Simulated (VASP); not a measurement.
## GaSe4: single point with PBE

GaSe4:

```xyz
10
Lattice="5.5555 0.0000 0.0000 0.0000 5.5555 0.0000 0.0000 0.0000 9.4661" Properties=species:S:1:pos:R:3 pbc="T T T"
Ga    0.0000    0.0000    7.0996
Ga    0.0000    0.0000    2.3665
Se    4.0419    1.5136    5.9147
Se    1.5136    4.0419    5.9147
Se    4.0419    4.0419    8.2845
Se    1.5136    1.5136    8.2845
Se    4.0419    1.5136    3.5515
Se    1.5136    4.0419    3.5515
Se    1.5136    1.5136    1.1816
Se    4.0419    4.0419    1.1816
```

```
Program                : VASP 6.6.1
Task                   : single point
Functional             : PBE
Potentials or basis    : VASP PAW PBE potentials, release 64 (Ga_d, Se)
Cutoff                 : 520 eV
k mesh                 : 6 × 6 × 4
Occupations            : gaussian, width 0.1 eV
Spin                   : no spin polarisation
Dipole correction      : no
Further INCAR settings : ALGO = Normal; EDIFF = 1e-06; NBANDS = 48
```

```json
{
 "Pressure": "0.1 GPa",
 "Largest force": "0.025 eV/Å",
 "Band gap on the k mesh": "zero (band 37 reaches 2.37 eV, above the bottom of band 38 at 1.58 eV)"
}
```

Forces on the atoms (eV/Å):
```
Ga   0.000  0.000  0.000
Ga   0.000  0.000  0.000
Se  -0.010  0.010  0.021
Se   0.010 -0.010  0.021
Se  -0.010 -0.010 -0.021
Se   0.010  0.010 -0.021
Se  -0.010  0.010 -0.021
Se   0.010 -0.010 -0.021
Se   0.010  0.010  0.021
Se  -0.010 -0.010  0.021
```

Stress tensor (GPa, compression positive):
```
0.07 0.00 0.00
0.00 0.07 0.00
0.00 0.00 0.18
```

Levels at points of the mesh, in eV from the Fermi level:
```
           k point  band 33  band 34  band 35  band 36  band 37  band 38  band 39  band 40  band 41  band 42
(0.00, 0.00, 0.00)    -1.72    -1.55    -1.55    -0.11     0.09     0.36     0.36     0.77     1.39     1.39
(0.50, 0.00, 0.00)    -2.19    -1.77    -1.39    -1.31    -0.22     0.07     1.03     1.82     2.10     2.48
(0.50, 0.50, 0.00)    -1.69    -1.48    -0.93    -0.93     0.12     0.44     0.82     2.00     2.29     2.29
(0.00, 0.00, 0.50)    -1.01    -1.01    -0.93    -0.93     0.11     0.11     0.61     0.61     1.16     1.16
(0.50, 0.00, 0.50)    -1.77    -1.77    -0.56    -0.56    -0.50    -0.50     1.51     1.51     1.57     1.57
(0.50, 0.50, 0.50)    -1.13    -1.13    -1.08    -1.08     0.28     0.28     1.01     1.01     1.72     1.72
```

Run time: 6.8 min on 1 thread of Oxide Virtual Turin-like Processor (shared host), peak memory 0.49 GiB.
